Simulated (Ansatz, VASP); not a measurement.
Fe: VASP beside Ansatz

```
CELL_PARAMETERS angstrom
2.48190 0.00000 0.00000
-1.24095 2.14939 0.00000
0.00000 0.00000 3.91729
ATOMIC_POSITIONS crystal
Fe 0.33333 0.66667 0.25000
Fe 0.66667 0.33333 0.75000
```

Alike in both runs: task single point; functional LDA; k mesh 15 × 15 × 10; occupations gaussian, width 0.05 eV; no spin polarisation.

```csv
,VASP,Ansatz
version,VASP 6.6.1,Ansatz 0.2.0
potentials or method,"VASP PAW LDA potentials, release 64 (Fe), cutoff 520 eV","scalar-relativistic, plane waves, PAW"
valence electrons in the cell,16,32
```

|  | VASP | Ansatz | Ansatz less VASP |
| --- | --- | --- | --- |
| gap on the k mesh at the Fermi level (eV) | none | none | - |
| pressure (GPa) | -25.8 | -25.7 | +0.09 |
| traceless stress, the component that is largest in VASP (GPa) | 0.10 | 0.12 | +0.028 |

LDA's correlation is that of Perdew and Zunger in VASP and of Perdew and Wang (1992) in Ansatz. A gap of «none» marks a metal or a gap that the smearing closes. VASP's potentials hold 16 valence electrons a cell and Ansatz's 32, so a difference there can come from the potentials and not from the codes.
